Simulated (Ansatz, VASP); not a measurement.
## SnO2: VASP beside Ansatz

Contents of POSCAR:

```
SnO2
1.0
    4.6878125568      0.0000000000      0.0000000000
    0.0000000000      4.6878125568      0.0000000000
    0.0000000000      0.0000000000      3.2365229579
Sn O
2 4
Direct
    0.5000000000      0.5000000000      0.5000000000
    0.0000000000      0.0000000000      0.0000000000
    0.1938535094      0.8061464906      0.5000000000
    0.8061464906      0.1938535094      0.5000000000
    0.3061464906      0.3061464906      0.0000000000
    0.6938535094      0.6938535094      0.0000000000
```

INCAR.step1

```
SYSTEM = SnO2
PREC = Accurate
ENCUT = 520
ISMEAR = 0
SIGMA = 0.02
LREAL = .False.
LASPH = .True.
NELM = 60
NBANDS = 35
GGA = PE
ALGO = Normal
EDIFF = 1E-4
LWAVE = .True.
LCHARG = .False.
```

The input INCAR.step2:

```
SYSTEM = SnO2
PREC = Accurate
ENCUT = 520
EDIFF = 1E-6
ISMEAR = 0
SIGMA = 0.02
LREAL = .False.
LASPH = .True.
NELM = 60
ALGO = Normal
ISIF = 2
LWAVE = .False.
LCHARG = .False.
METAGGA = R2SCAN
LMIXTAU = .True.
NBANDS = 35
ISTART = 1
```

Contents of KPOINTS:

```
Automatic mesh
0
Gamma
  6 6 8
  0 0 0
```

Input for Ansatz:

```yaml
crystal:
  lattice:
    - [4.6878125568, 0.0, 0.0]
    - [0.0, 4.6878125568, 0.0]
    - [0.0, 0.0, 3.2365229579]
  atoms:
    - { symbol: Sn, position: [0.5, 0.5, 0.5] }
    - { symbol: Sn, position: [0.0, 0.0, 0.0] }
    - { symbol: O, position: [0.1938535094, 0.8061464906, 0.5] }
    - { symbol: O, position: [0.8061464906, 0.1938535094, 0.5] }
    - { symbol: O, position: [0.3061464906, 0.3061464906, 0.0] }
    - { symbol: O, position: [0.6938535094, 0.6938535094, 0.0] }
basis:
  ecutwfc: 500
kpoints:
  mp_grid: { grid: [6, 6, 8] }
  band_path: { path: [VBM, CBM], npoints: 2 }
hamiltonian:
  xc: r2scan
scf:
  occupations: { method: gaussian, width: 0.02 }
output:
  forces: true
  stress: true
  eigenvalues: true
checkpoint:
  read: start.run
  write: ck
  compress: false
  write_wavefunctions: false
  write_every: 100000
```

Alike in both runs: task single point; functional r2SCAN; k mesh 6 × 6 × 8; occupations gaussian, width 0.02 eV; no spin polarisation.

|  | VASP | Ansatz |
| --- | --- | --- |
| version | VASP 6.6.1 | Ansatz 0.2.0 |
| potentials or method | VASP PAW PBE potentials, release 64 (Sn_d, O), cutoff 520 eV | scalar-relativistic, plane waves, PAW |
| valence electrons in the cell | 52 | 52 |

VASP gave:

| Item | Value |
| --- | --- |
| gap on the k mesh at the Fermi level (eV) | 1.96 |
| least direct gap on the mesh (eV) | 1.96 |
| pressure (GPa) | 4.6 |
| traceless stress, the component that is largest in VASP (GPa) | -3.17 |
| rms of the force components (eV/Å) | 0.006 |

Q: Estimate Ansatz's values.

A: gap on the k mesh at the Fermi level (eV): 1.93; least direct gap on the mesh (eV): 1.93; pressure (GPa): 3.4; traceless stress, the component that is largest in VASP (GPa): -3.43; rms of the force components (eV/Å): 0.000.

VASP's potentials were made for PBE, not for r2SCAN. Atom by atom the forces differ by 0.006 eV/Å (rms over components).
